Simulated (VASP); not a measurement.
## Si2Ni: single point with PBEsol

The system is Si2Ni.

```
Si Ni
1.0
     3.81230    0.00000    0.00000
    -1.90615    3.30155    0.00000
     1.90615    1.10052    3.11273
Si Ni
2 1
Direct
  0.50000 0.75000 0.75000
  0.50000 0.25000 0.25000
  0.00000 0.00000 0.00000
```

| Quantity | Value |
| --- | --- |
| Program | VASP 6.6.1 |
| Task | single point |
| Functional | PBEsol |
| Potentials or basis | VASP PAW PBE potentials, release 64 (Si, Ni) |
| Cutoff | 520 eV |
| k mesh | 9 × 9 × 11 |
| Occupations | gaussian, width 0.1 eV |
| Spin | no spin polarisation |
| Dipole correction | no |
| Further INCAR settings | ALGO = Normal; EDIFF = 1e-06; NBANDS = 16; ISYM = 0 |

```
Pressure               : 0.1 GPa
Band gap on the k mesh : zero (bands 9 and 10 overlap by 2.13 eV)
```

Levels at points of the mesh, in eV from the Fermi level:
```tsv
k point	band 7	band 8	band 9	band 10	band 11	band 12
(0.00, 0.00, 0.00)	-0.22	1.71	1.71	1.71	2.22	2.22
```

Run time: 5.5 min on 1 thread of Intel Xeon 8259CL, on a shared host, peak memory 0.37 GiB.

Caveat: the PAW data sets were made with another functional, which shifts forces and pressure a little. Spin polarisation is off, so any magnetic state and its effect on volume and gap are missing.
